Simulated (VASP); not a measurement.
# TiCo3 (Pm-3m) in VASP: notebook

Runs on TiCo3. Level: PBEsol. Tasks: single point.

Program: VASP 6.6.1. These are calculated values, not measurements. Logs are shortened: lines on timing, memory, paths and dates and some standing lists are left out, and cuts for length are marked.

## (1) The cell of the first run

Symmetry: Pm-3m, No. 221, cubic system. The conventional cell has a = 3.453 Å, b = 3.453 Å, c = 3.453 Å, α = 90.00°, β = 90.00°, γ = 90.00°. Ti (site symmetry m-3m) has 12 Co at 2.44 Å within 3.2 Å. Co (site symmetry 4/mmm) has 4 Ti at 2.44 Å and 8 Co at 2.44 Å within 3.2 Å.

## (2) Single point, PBEsol, collinear spin, ferromagnetic start (10.29 Å³/atom)

INCAR

```
  PREC = Accurate
  ENCUT = 520
  EDIFF = 1E-7
  ISMEAR = 0
  SIGMA = 0.15
  LREAL = False
  LASPH = True
  NELM = 150
  ALGO = Fast
  ISIF = 2
  LWAVE = False
  LCHARG = True
  ISPIN = 2
  MAGMOM = 0.6 1.32 1.32 1.32
  LORBIT = 11
  NUPDOWN = 4.56
  LMAXMIX = 4
  GGA = PS
  LELF = True
  LVHAR = True
  NBANDS = 32
```

KPOINTS

```
regular mesh
0
Gamma
  12 12 12
```

POSCAR

```
TiCo3
1.0
    3.4529205823      0.0000000000      0.0000000000
    0.0000000000      3.4529205823      0.0000000000
    0.0000000000      0.0000000000      3.4529205823
Ti Co
1 3
Direct
    0.0000000000      0.0000000000      0.0000000000
    0.0000000000      0.5000000000      0.5000000000
    0.5000000000      0.0000000000      0.5000000000
    0.5000000000      0.5000000000      0.0000000000
```

Potentials or basis: VASP PAW PBE potentials, release 64 (Ti_sv, Co).

Launch:

```console
> cat potpaw_PBE.64/Ti_sv/POTCAR potpaw_PBE.64/Co/POTCAR > POTCAR
> mpirun -np 1 vasp_std > vasp.out
```

OUTCAR:

```text
PREC = Accurate
   ENCUT = 520
   EDIFF = 1E-7
   ISMEAR = 0
   LREAL = False
   LASPH = True
   NELM = 150
   ISIF = 2
   ISPIN = 2
   LORBIT = 11
   NUPDOWN = 4.56
   GGA = PS

 ion  position               nearest neighbor table
   1  0.000  0.000  0.000-   2 2.44   3 2.44   4 2.44   2 2.44   3 2.44   2 2.44   4 2.44   2 2.44
                             3 2.44   4 2.44   3 2.44   4 2.44
   2  0.000  0.500  0.500-   1 2.44   3 2.44   4 2.44   1 2.44   4 2.44   1 2.44   3 2.44   1 2.44
                             3 2.44   4 2.44   4 2.44   3 2.44
   3  0.500  0.000  0.500-   1 2.44   2 2.44   4 2.44   1 2.44   4 2.44   2 2.44   4 2.44   4 2.44
                             1 2.44   2 2.44   1 2.44   2 2.44
   4  0.500  0.500  0.000-   1 2.44   2 2.44   3 2.44   2 2.44   3 2.44   1 2.44   3 2.44   3 2.44
                             1 2.44   2 2.44   2 2.44   1 2.44

  LATTYP: Found a simple cubic cell.
 ALAT       =     3.4529205823

  Lattice vectors:

 A1 = (   3.4529205823,   0.0000000000,   0.0000000000)
 A2 = (   0.0000000000,   3.4529205823,   0.0000000000)
 A3 = (   0.0000000000,   0.0000000000,   3.4529205823)

Analysis of symmetry for initial positions (statically):
=====================================================================
 Subroutine PRICEL returns:
 Original cell was already a primitive cell.

 Routine SETGRP: Setting up the symmetry group for a
 simple cubic supercell.

 Subroutine GETGRP returns: Found 48 space group operations
 (whereof 48 operations were pure point group operations)
 out of a pool of 48 trial point group operations.

The static configuration has the point symmetry O_h .

Analysis of symmetry for dynamics (positions and initial velocities):
=====================================================================
 Subroutine PRICEL returns:
 Original cell was already a primitive cell.

 Routine SETGRP: Setting up the symmetry group for a
 simple cubic supercell.

 Subroutine GETGRP returns: Found 48 space group operations
 (whereof 48 operations were pure point group operations)
 out of a pool of 48 trial point group operations.

The dynamic configuration has the point symmetry O_h .

Analysis of structural, dynamic, and magnetic symmetry:
=====================================================================
 Subroutine PRICEL returns:
 Original cell was already a primitive cell.

 Routine SETGRP: Setting up the symmetry group for a
 simple cubic supercell.

[... 136 lines left out ...]
   IVDW    =     0    specifies the selected vdW correction
   LEPSILON=     F    determine dielectric tensor
   LRPA    =     F    only Hartree local field effects (RPA)
 spin polarized calculation
 RMM-DIIS sequential band-by-band and
 Gauss-broadening in eV      SIGMA  =   0.15
  energy-cutoff  :      520.00
  volume of cell :       41.17
 maximum number of plane-waves:      1141
 NGX is ok and might be reduce to    28
   NGX = 13   NGY = 13   NGZ = 13

 number of electron      38.9999985 magnetization       4.5599997

 Free energy of the ion-electron system (eV)
  ---------------------------------------------------
  ext. energy  EPLUGINS =         0.00000000
  ---------------------------------------------------
  free energy    TOTEN  =       -31.14892449 eV

  energy without entropy =      -31.05817881  energy(sigma->0) =      -31.10355165

 E-fermi :  11.5475     XC(G=0): -14.0491

 val. band max:       13.2552326521   @ k =   0.4167   0.3333   0.2500
 cond. band min:      11.5478586255   @ k =   0.4167   0.4167   0.1667
 fundamental gap:     -1.7073740266
 Fermi energy:        13.2569231823

 spin component 1

 k-point     1 :       0.0000    0.0000    0.0000
  band No.  band energies     occupation
      1     -43.9443      1.00000
      2     -20.3519      1.00000
      3     -20.3519      1.00000
      4     -20.3519      1.00000
      5       2.9772      1.00000
      6       6.2985      1.00000
[... 805 lines left out ...]
     30      24.4240      0.00000
     31      25.0799      0.00000

 [... further k-points ...]

 spin component 2

 k-point     1 :       0.0000    0.0000    0.0000
  band No.  band energies     occupation
      1     -43.7775      1.00000
      2     -20.1876      1.00000
      3     -20.1876      1.00000
      4     -20.1876      1.00000
      5       3.2798      1.00000
      6       7.1768      1.00000
[... 805 lines left out ...]
     30      25.0385      0.00000
     31      25.5900      0.00000

 [... further k-points ...]

 [bands above 31 left out]

------------------------ aborting loop because EDIFF is reached ----------------------------------------

  FORCE on cell =-STRESS in cart. coord.  units (eV):
  Direction    XX          YY          ZZ          XY          YZ          ZX
  --------------------------------------------------------------------------------------
  -------------------------------------------------------------------------------------
  Total        8.4504694      8.4504694      8.4504694     -0.0000000     -0.0000000      0.0000000
  in kB      328.8755968    328.8755968    328.8755968     -0.0000000     -0.0000000      0.0000000
  external PRESSURE =     328.8755968 kB  Pullay stress =       0.0000000 kB

 VOLUME and BASIS-vectors are now :
 -----------------------------------------------------------------------------
  energy-cutoff  :      520.00
  volume of cell :       41.17
      direct lattice vectors                 reciprocal lattice vectors
     3.452920582  0.000000000  0.000000000     0.289609904  0.000000000  0.000000000
     0.000000000  3.452920582  0.000000000     0.000000000  0.289609904  0.000000000
     0.000000000  0.000000000  3.452920582     0.000000000  0.000000000  0.289609904

 POSITION                                       TOTAL-FORCE (eV/Angst)
 -----------------------------------------------------------------------------------
      0.00000      0.00000      0.00000         0.000000      0.000000      0.000000
      0.00000      1.72646      1.72646         0.000000      0.000000      0.000000
      1.72646      0.00000      1.72646         0.000000      0.000000      0.000000
      1.72646      1.72646      0.00000         0.000000      0.000000      0.000000
 -----------------------------------------------------------------------------------
    total drift:                                0.000000      0.000000      0.000000

  FREE ENERGIE OF THE ION-ELECTRON SYSTEM (eV)
  ---------------------------------------------------
  free  energy   TOTEN  =       -31.1489244944 eV

  energy  without entropy=      -31.0581788131  energy(sigma->0) =      -31.10355165

 total charge

# of ion       s       p       d       tot
------------------------------------------
    1        2.295   6.258   2.120  10.674
    2        0.569   0.635   7.347   8.551
    3        0.569   0.635   7.347   8.551
    4        0.569   0.635   7.347   8.551
--------------------------------------------------
tot          4.003   8.164  24.161  36.327

 magnetization (x)

# of ion       s       p       d       tot
------------------------------------------
    1        0.004   0.018   0.147   0.170
    2        0.007   0.056   1.361   1.423
    3        0.007   0.056   1.361   1.423
    4        0.007   0.056   1.361   1.423
--------------------------------------------------
tot          0.024   0.185   4.231   4.439
```

It took 2.7 min on 1 thread of Intel Xeon 6975P-C (Granite Rapids), shared host; peak memory 0.29 GiB.

What came out:

- Free energy: -31.1489 eV
- Pressure: 32.9 GPa
- Net moment: 4.56 μB per cell
- Site moments: Ti +0.17; Co +1.42 μB
- Valence electrons inside the program's atomic spheres: Ti 10.67; Co 8.55

Caveat: the cell stands under pressure; the PAW data sets were made with another functional, which shifts forces and pressure a little; the total moment is fixed, so each spin has its own Fermi level and the state may be an excited one.

## (3) Single point, PBEsol, collinear spin, ferromagnetic start (10.29 Å³/atom)

INCAR

```
SYSTEM = TiCo3
PREC = Accurate
ENCUT = 520
EDIFF = 1E-6
ISMEAR = 0
SIGMA = 0.15
LREAL = .False.
LASPH = .True.
NELM = 150
ALGO = Normal
ISIF = 2
LWAVE = .False.
LCHARG = .True.
ISPIN = 2
MAGMOM = 1 2.2 2.2 2.2
LORBIT = 11
NUPDOWN = 7.6
LMAXMIX = 4
GGA = PS
LELF = .True.
LVHAR = .True.
NBANDS = 32
```

KPOINTS

```
regular mesh
0
Gamma
  12 12 12
  0 0 0
```

POSCAR is that of step 2.

Potentials or basis: VASP PAW PBE potentials, release 64 (Ti_sv, Co).

Launch:

```console
> cat potpaw_PBE.64/Ti_sv/POTCAR potpaw_PBE.64/Co/POTCAR > POTCAR
> mpirun -np 1 vasp_std > vasp.out
```

It took 94 s on 1 thread of Intel Xeon 6975P-C (Granite Rapids), shared host; peak memory 0.29 GiB.

Results (log left out):

```yaml
Free_energy: -28.2098 eV
Pressure: 55.3 GPa
Net_moment: 7.60 μB per cell
Site_moments: Ti +0.92; Co +2.12 μB
Valence_electrons_inside_the_program's_atomic_spheres: Ti 10.77; Co 8.51
```

Caveat: the cell stands under pressure; the PAW data sets were made with another functional, which shifts forces and pressure a little; the total moment is fixed, so each spin has its own Fermi level and the state may be an excited one.

## (4) Single point, PBEsol, collinear spin, ferromagnetic start (10.29 Å³/atom)

INCAR

```
SYSTEM = TiCo3
ALGO     = Normal         ! electronic algorithm
EDIFF    = 1E-7           ! SCF threshold, eV
ENCUT    = 520            ! plane-wave cutoff, eV
GGA      = PS             ! functional
ISIF     = 2              ! what is computed and relaxed
ISMEAR   = 0              ! smearing method
ISPIN    = 2              ! spin polarisation
LASPH    = .True.         ! aspherical terms in the spheres
LCHARG   = .False.        ! write CHGCAR
LMAXMIX  = 4              ! l up to which the mixer works
LORBIT   = 11             ! projections on sites
LREAL    = .False.        ! projectors in reciprocal space
LWAVE    = .False.        ! write WAVECAR
MAGMOM   = 0.3 0.66 0.66 0.66 ! initial moments
NBANDS   = 32             ! bands
NELM     = 150            ! most SCF steps
NUPDOWN  = 2.28           ! fixed moment
PREC     = Accurate       ! precision mode
SIGMA    = 0.15           ! smearing width, eV
```

KPOINTS

```
k-points
0
Gamma
  12 12 12
  0 0 0
```

POSCAR is that of step 3.

Launch:

```console
> cat potpaw_PBE.64/Ti_sv/POTCAR potpaw_PBE.64/Co/POTCAR > POTCAR
> mpirun -np 1 vasp_std > vasp.out
```

It took 1.8 min on 1 thread of Intel Xeon 6975P-C (Granite Rapids), shared host; peak memory 0.29 GiB.

It converged, with:

```yaml
Free_energy: -32.5230 eV
Pressure: 21.0 GPa
Net_moment: 2.28 μB per cell
Site_moments: Ti -0.24; Co +0.85 μB
Valence_electrons_inside_the_program's_atomic_spheres: Ti 10.63; Co 8.57
```

Caveat: the cell stands under pressure; the PAW data sets were made with another functional, which shifts forces and pressure a little; the total moment is fixed, so each spin has its own Fermi level and the state may be an excited one.

[end of part 1 of 2]
